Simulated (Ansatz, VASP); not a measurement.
## One calculation of Yb, two programs

```
CELL_PARAMETERS angstrom
0.00000 2.82148 2.23800
2.82148 0.00000 2.23800
2.82148 2.82148 0.00000
ATOMIC_POSITIONS crystal
Yb 0.00000 0.00000 0.00000
```

Alike in both runs: task single point; functional PBE; k mesh 16 × 16 × 16; occupations gaussian, width 0.15 eV; no spin polarisation.

|  | VASP | Ansatz |
| --- | --- | --- |
| version | VASP 6.6.1 | Ansatz 0.2.0 |
| potentials or method | VASP PAW PBE potentials, release 64 (Yb), cutoff 520 eV | scalar-relativistic, plane waves, PAW |
| valence electrons in the cell | 24 | 24 |

Ansatz gave:

| Quantity | Value |
| --- | --- |
| gap on the k mesh at the Fermi level (eV) | none |
| pressure (GPa) | -0.5 |
| traceless stress, the component that is largest in VASP (GPa) | -0.30 |

Task: Which values does VASP return?

Result: gap on the k mesh at the Fermi level (eV): none; pressure (GPa): -0.3; traceless stress, the component that is largest in VASP (GPa): -0.28.

A gap of «none» marks a metal or a gap that the smearing closes.

Spin-orbit coupling is off throughout.
